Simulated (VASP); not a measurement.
# AlN (P1) in VASP: single point with r2SCAN

Aim: the single point of AlN with r2SCAN.

All numbers are computed with VASP 6.6.1; they aren't measurements. Logs are shortened: lines on timing, memory, paths and dates and some standing lists are left out, and cuts for length are marked.

## (1) The cell of the first run

The typed cell holds 8 atoms: a = 4.495 Å, b = 4.158 Å, c = 4.323 Å, α = 88.99°, β = 85.94°, γ = 89.68°.

## (2) Single point, r2SCAN (atoms moved at random and the cell strained at random)

Input file POSCAR:

```
AlN
1.0
    4.4918993382     -0.0113668580     -0.1561517423
    0.0113668580     -4.1577061108     -0.0370458890
    0.1561517423     -0.0370458890     -4.3196909598
Al N
4 4
Direct
   -0.0041522837     -0.0084114002      0.0005235141
    0.5079784592      0.4996549533     -0.0048764201
    0.5058639910     -0.0053373868      0.4996642915
    0.0001993355      0.5007175029      0.5077941885
    0.7504269318      0.7589097275      0.7435698886
    0.2672172664      0.2562776476      0.7713012303
    0.2375098247      0.7454782042      0.2367203588
    0.7349564751      0.2527107515      0.2453029484
```

Input file INCAR.step1:

```
PREC = Accurate ; ENCUT = 520
ISMEAR = 0 ; SIGMA = 0.05
LREAL = False ; LASPH = True
NELM = 80 ; NBANDS = 26
GGA = PE ; ALGO = Normal
EDIFF = 1E-4 ; LWAVE = True
LCHARG = False
```

Input file INCAR.step2:

```
PREC = Accurate ; ENCUT = 520
EDIFF = 1E-6 ; ISMEAR = 0
SIGMA = 0.05 ; LREAL = False
LASPH = True ; NELM = 80
ALGO = Normal ; ISIF = 2
LWAVE = False ; LCHARG = False
METAGGA = R2SCAN ; LMIXTAU = True
NBANDS = 26 ; ISTART = 1
```

Input file KPOINTS:

```
Automatic mesh
0
Gamma
  6 6 6
```

Potentials or basis: VASP PAW PBE potentials, release 64 (Al, N).

The run is started by

```sh
> cat potpaw_PBE.64/Al/POTCAR potpaw_PBE.64/N/POTCAR > POTCAR
> cp INCAR.step1 INCAR
> mpirun -np 1 vasp_std > vasp.out
> cp INCAR.step2 INCAR
> mpirun -np 1 vasp_std > vasp.out
```

OUTCAR:

```text
PREC = Accurate
   ENCUT = 520
   EDIFF = 1E-6
   ISMEAR = 0
   LREAL = False
   LASPH = True
   NELM = 80
   ISIF = 2
   METAGGA = R2SCAN
   ISTART = 1

 ion  position               nearest neighbor table
   1  0.996  0.992  0.001-   7 1.84   6 1.87   8 1.88   5 1.90   4 2.97   3 2.97   4 2.97   4 2.98
                             2 3.01   2 3.04   3 3.04   2 3.07   4 3.08   2 3.13   3 3.20   3 3.26
   2  0.508  0.500  0.995-   6 1.82   5 1.83   8 1.84   7 1.86   3 2.94   4 2.94   3 3.00   1 3.01
                             3 3.02   3 3.03   1 3.04   4 3.07   1 3.07   1 3.13   4 3.21   4 3.24
   3  0.506  0.995  0.500-   8 1.80   5 1.84   6 1.89   7 2.02   2 2.94   1 2.97   2 3.00   4 3.02
                             2 3.02   2 3.03   1 3.04   4 3.07   4 3.07   4 3.09   1 3.20   1 3.26
   4  0.000  0.501  0.508-   5 1.82   7 1.83   6 1.98   8 2.00   2 2.94   1 2.97   1 2.97   1 2.98
                             3 3.02   2 3.07   3 3.07   3 3.07   1 3.08   3 3.09   2 3.21   2 3.24
   5  0.750  0.759  0.744-   4 1.82   2 1.83   3 1.84   1 1.90
   6  0.267  0.256  0.771-   2 1.82   1 1.87   3 1.89   4 1.98
   7  0.238  0.745  0.237-   4 1.83   1 1.84   2 1.86   3 2.02
   8  0.735  0.253  0.245-   3 1.80   2 1.84   1 1.88   4 2.00

  LATTYP: Found a triclinic cell.
 ALAT       =     4.3226711363
 B/A-ratio  =     1.0397800108
 C/A-ratio  =     0.9618790226
 COS(alpha) =     0.0055705684
 COS(beta)  =     0.0175721671
 COS(gamma) =     0.0708415680

  Lattice vectors:

 A1 = (   0.1561517423,  -0.0370458890,  -4.3196909598)
 A2 = (   4.4918993382,  -0.0113668580,  -0.1561517423)
 A3 = (   0.0113668580,  -4.1577061108,  -0.0370458890)

Analysis of symmetry for initial positions (statically):
=====================================================================
 Subroutine PRICEL returns:
 Original cell was already a primitive cell.

 Routine SETGRP: Setting up the symmetry group for a
 triclinic supercell.

 Subroutine GETGRP returns: Found  1 space group operations
 (whereof  1 operations were pure point group operations)
 out of a pool of  2 trial point group operations.

The static configuration has the point symmetry C_1 .

Analysis of symmetry for dynamics (positions and initial velocities):
=====================================================================
 Subroutine PRICEL returns:
 Original cell was already a primitive cell.

 Routine SETGRP: Setting up the symmetry group for a
 triclinic supercell.

 Subroutine GETGRP returns: Found  1 space group operations
 (whereof  1 operations were pure point group operations)
 out of a pool of  2 trial point group operations.

The dynamic configuration has the point symmetry C_1 .

 Subroutine INISYM returns: Found  1 space group operations
 (whereof  1 operations are pure point group operations),
 and found     1 'primitive' translations

----------------------------------------------------------------------------------------

                                     Primitive cell

  volume of cell :      80.5666

  direct lattice vectors                    reciprocal lattice vectors
     4.491899338 -0.011366858 -0.156151742     0.222904287  0.000537649  0.008053117
     0.011366858 -4.157706111 -0.037045889    -0.000537649 -0.240536917  0.002043421
     0.156151742 -0.037045889 -4.319690960    -0.008053117  0.002043421 -0.231806677

  length of vectors
     4.494627041  4.157886688  4.322671136     0.223050360  0.240546198  0.231955521

  position of ions in fractional coordinates (direct lattice)
     0.995847716  0.991588600  0.000523514
     0.507978459  0.499654953  0.995123580
     0.505863991  0.994662613  0.499664291
     0.000199335  0.500717503  0.507794189
     0.750426932  0.758909727  0.743569889
     0.267217266  0.256277648  0.771301230
     0.237509825  0.745478204  0.236720359
     0.734956475  0.252710751  0.245302948

  ion indices of the primitive-cell ions
   primitive index   ion index
                 1           1
                 2           2
                 3           3
                 4           4
                 5           5
                 6           6
                 7           7
                 8           8

----------------------------------------------------------------------------------------

 KPOINTS: Automatic mesh

Automatic generation of k-mesh.
 Grid dimensions read from file:
 generate k-points for:    6    6    6

 Generating k-lattice:

  Cartesian coordinates                     Fractional coordinates (reciprocal lattice)
     0.037150715  0.000089608  0.001342186     0.166666667  0.000000000  0.000000000
    -0.000089608 -0.040089486  0.000340570     0.000000000  0.166666667  0.000000000
    -0.001342186  0.000340570 -0.038634446     0.000000000  0.000000000  0.166666667

  Length of vectors
     0.037175060  0.040091033  0.038659254

  Shift w.r.t. Gamma in fractional coordinates (k-lattice)
     0.000000000  0.000000000  0.000000000

 Subroutine IBZKPT returns following result:
 ===========================================

 Found    112 irreducible k-points:

 Following reciprocal coordinates:
            Coordinates               Weight
  0.000000  0.000000  0.000000      1.000000
  0.166667  0.000000  0.000000      2.000000
  0.333333  0.000000  0.000000      2.000000
  0.500000  0.000000  0.000000      1.000000
  0.000000  0.166667  0.000000      2.000000
  0.166667  0.166667  0.000000      2.000000
[... 16 lines left out ...]
  0.333333  0.000000  0.166667      2.000000
  0.500000  0.000000  0.166667      2.000000
 [... further k-points ...]
   k-points           NKPTS =    112   k-points in BZ     NKDIM =    112   number of bands    NBANDS=     26
   number of dos      NEDOS =    301   number of ions     NIONS =      8
   total plane-waves  NPLWV =  36864
   dimension x,y,z NGX =    36 NGY =   32 NGZ =   32
   dimension x,y,z NGXF=    72 NGYF=   64 NGZF=   64
   ions per type =               4   4
   NGX,Y,Z   is equivalent  to a cutoff of  13.32, 12.79, 12.31 a.u.
   NGXF,Y,Z  is equivalent  to a cutoff of  26.63, 25.59, 24.61 a.u.
 SYSTEM =  unknown system
   PREC   = accura    normal or accurate (medium, high low for compatibility)
   ISTART =      1    job   : 0-new  1-cont  2-samecut
   ICHARG =      0    charge: 1-file 2-atom 10-const
   ISPIN  =      1    spin polarized calculation?
   LNONCOLLINEAR =      F non collinear calculations
   LSORBIT =      F    spin-orbit coupling
   LASPH  =      T    aspherical Exc in radial PAW
   ENCUT  =  520.0 eV  38.22 Ry    6.18 a.u.   8.36  7.73  8.04*2*pi/ulx,y,z
   NELM   =     80;   NELMIN=  2; NELMDL=  0     # of ELM steps
   EDIFF  = 0.1E-05   stopping-criterion for ELM
   LREAL  =      F    real-space projection
   EDIFFG = 0.1E-04   stopping-criterion for IOM
   NSW    =      0    number of steps for IOM
   IBRION =     -1    ionic relax: 0-MD 1-quasi-New 2-CG
   NFREE  =      0    steps in history (QN), initial steepest desc. (CG)
   ISIF   =      2    stress and relaxation
   ISYM   =      2    0-nonsym 1-usesym 2-fastsym
   POTIM  = 0.5000    time-step for ionic-motion
   TEBEG  =    0.0;   TEEND  =   0.0 temperature during run
   PSTRESS=    0.0 pullay stress
   NELECT =      32.0000    total number of electrons
   NUPDOWN=      -1.0000    fix difference up-down
   EMIN   =  10.00;   EMAX   =-10.00  energy-range for DOS
   EFERMI =   0.00;   METHOD = LEGACY
   ISMEAR =     0;   SIGMA  =   0.05  broadening in eV -4-tet -1-fermi 0-gaus
   EFERMI_NEDOS =   21; number of points for ismear=-14 and -15
   IALGO  =     38    algorithm
   IMIX   =      4    mixing-type and parameters
     AMIX     =   0.40;   BMIX     =  1.00
     AMIX_MAG =   1.60;   BMIX_MAG =  1.00
  volume/ion in A,a.u.               =      10.07        67.96
  Fermi-wavevector in a.u.,A,eV,Ry     =   1.203390  2.274078 19.703255  1.448148
  Thomas-Fermi vector in A             =   2.339145
   LORBIT       =      0    0 simple, 1 ext, 2 COOP (PROOUT), +10 PAW based schemes
   METAGGA = R2SCAN    functional components
   LHFCALC =     F    Hartree Fock is set to
   AEXX    =    0.0000 exact exchange contribution
   IVDW    =     0    specifies the selected vdW correction
   LEPSILON=     F    determine dielectric tensor
   LRPA    =     F    only Hartree local field effects (RPA)
 non-spin polarized calculation
 Gauss-broadening in eV      SIGMA  =   0.05
  energy-cutoff  :      520.00
  volume of cell :       80.57
 maximum number of plane-waves:      2194
 NGX is ok and might be reduce to    36
   NGX = 17   NGY = 15   NGZ = 17

 number of electron      32.0000004 magnetization

 Free energy of the ion-electron system (eV)
  ---------------------------------------------------
  ext. energy  EPLUGINS =         0.00000000
  ---------------------------------------------------
  free energy    TOTEN  =       -75.87785255 eV

  energy without entropy =      -75.87785255  energy(sigma->0) =      -75.87785255

 E-fermi :   6.5170     XC(G=0): -11.5776

 val. band max:        6.2410851617   @ k =   0.0000   0.0000   0.0000
 cond. band min:       9.5921739948   @ k =   0.0000   0.0000   0.0000
 fundamental gap:      3.3510888330
 Fermi energy:         6.5169881461

 k-point     1 :       0.0000    0.0000    0.0000
  band No.  band energies     occupation
      1      -9.9427      2.00000
      2      -7.3938      2.00000
      3      -7.1180      2.00000
      4      -6.8521      2.00000
      5       0.6146      2.00000
      6       0.9714      2.00000
[... 18 lines left out ...]
     25      19.7368      0.00000
     26      20.7144      0.00000

 k-point     2 :       0.1667    0.0000    0.0000
  band No.  band energies     occupation
      1      -9.8130      2.00000
      2      -7.5847      2.00000
      3      -7.1642      2.00000
      4      -6.8398      2.00000
      5       0.9198      2.00000
      6       1.1351      2.00000
[... 18 lines left out ...]
     25      19.7637      0.00000
[... 608 lines left out ...]
     25      18.2627      0.00000
     26      18.4116      0.00000

 k-point    24 :       0.5000    0.0000    0.1667
  band No.  band energies     occupation
      1      -8.9239      2.00000
      2      -8.5346      2.00000
      3      -7.3073      2.00000
      4      -6.9263      2.00000
      5       1.6116      2.00000
      6       1.9106      2.00000
[... 18 lines left out ...]
     25      18.1220      0.00000
     26      18.2201      0.00000

 [... further k-points ...]
[... 5 lines left out ...]
  --------------------------------------------------------------------------------------
  -------------------------------------------------------------------------------------
  Total        1.3724427      6.8568148      5.3657966      0.5601387     -2.9847878      6.9655201
  in kB       27.2929170    136.3572226    106.7062688     11.1391307    -59.3566239    138.5189776
  external PRESSURE =      90.1188028 kB  Pullay stress =       0.0000000 kB

 VOLUME and BASIS-vectors are now :
 -----------------------------------------------------------------------------
  energy-cutoff  :      520.00
  volume of cell :       80.57
      direct lattice vectors                 reciprocal lattice vectors
     4.491899338 -0.011366858 -0.156151742     0.222904287  0.000537649  0.008053117
     0.011366858 -4.157706111 -0.037045889    -0.000537649 -0.240536917  0.002043421
     0.156151742 -0.037045889 -4.319690960    -0.008053117  0.002043421 -0.231806677

 POSITION                                       TOTAL-FORCE (eV/Angst)
 -----------------------------------------------------------------------------------
      4.48460     -4.13407     -0.19450         0.176332     -0.705762      0.041822
      2.44286     -2.12006     -4.39646        -0.844641     -0.008964     -0.662314
      2.36162     -4.15978     -2.27424        -1.654269      0.045038      0.105569
      0.08588     -2.10065     -2.21209         0.435903      1.269565      0.587211
      3.49558     -3.19140     -3.35729         0.475977     -0.100046     -0.388058
      1.32367     -1.09714     -3.38300        -1.555831      0.440817      1.974120
      1.11231     -3.11095     -1.08726         1.148411     -0.562047     -1.284994
      3.34253     -1.06814     -1.18376         1.818117     -0.378601     -0.373356
 -----------------------------------------------------------------------------------
    total drift:                                0.002119      0.001373      0.000900

  FREE ENERGIE OF THE ION-ELECTRON SYSTEM (eV)
  ---------------------------------------------------
  free  energy   TOTEN  =       -75.8778525471 eV

  energy  without entropy=      -75.8778525471  energy(sigma->0) =      -75.87785255
```

Wall time 6.4 min (1 thread of AMD EPYC 9R45 (Zen 5), shared host); peak memory 0.28 GiB.

What came out:

```
Free energy            : -75.8779 eV
Pressure               : 9.0 GPa
Largest force          : 2.552 eV/Å
Band gap on the k mesh : 3.35 eV
```

Forces in eV/Å, atoms in the order of the input:
```
Al   0.176 -0.706  0.042
Al  -0.845 -0.009 -0.662
Al  -1.654  0.045  0.106
Al   0.436  1.270  0.587
N    0.476 -0.100 -0.388
N   -1.556  0.441  1.974
N    1.148 -0.562 -1.285
N    1.818 -0.379 -0.373
```

Stress tensor (GPa, compression positive):
```
 2.73  1.11 13.85
 1.11 13.64 -5.94
13.85 -5.94 10.67
```

Caveat: the cell differs from its parent crystal (atoms moved at random and the cell strained at random); the cell stands under pressure; the PAW data sets were made with another functional, which shifts forces and pressure a little.
